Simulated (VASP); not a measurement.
Here is a VASP 6.6.1 calculation.

Contents of INCAR:

```
PREC = Accurate ; ENCUT = 520
EDIFF = 1E-6 ; ISMEAR = 0
SIGMA = 0.1 ; LREAL = False
LASPH = True ; NELM = 80
ALGO = Fast ; ISIF = 2
LWAVE = False ; LCHARG = False
GGA = PE ; NBANDS = 32
```

The input KPOINTS:

```
Automatic mesh
0
Gamma
  6 6 6
```

POSCAR

```
KAl3Pb2
1.0
    2.3975692480      1.3842372507      9.0821775879
   -2.3975692480      1.3842372507      9.0821775879
    0.0000000000     -2.7684745015      9.0821775879
K Al Pb
1 3 2
Direct
    0.0000000000      0.0000000000      0.0000000000
    0.1364685626      0.1364685626      0.1364685626
    0.8635314374      0.8635314374      0.8635314374
    0.5000000000      0.5000000000      0.5000000000
    0.2405860540      0.2405860540      0.2405860540
    0.7594139460      0.7594139460      0.7594139460
```

Potentials or basis: VASP PAW PBE potentials, release 64 (K_sv, Al, Pb_d).

Run with:

```bash
$ cat potpaw_PBE.64/K_sv/POTCAR potpaw_PBE.64/Al/POTCAR potpaw_PBE.64/Pb_d/POTCAR > POTCAR
$ mpirun -np 1 vasp_std > vasp.out
```

(1) Estimate the band gap on the k mesh.

(2) What does it give for the pressure?

Results:

(1) zero (band 23 reaches 4.57 eV, above the bottom of band 24 at 3.76 eV).

(2) 0.0 GPa.

Caveat: spin-orbit coupling is left out, which moves the levels of the heavy elements.
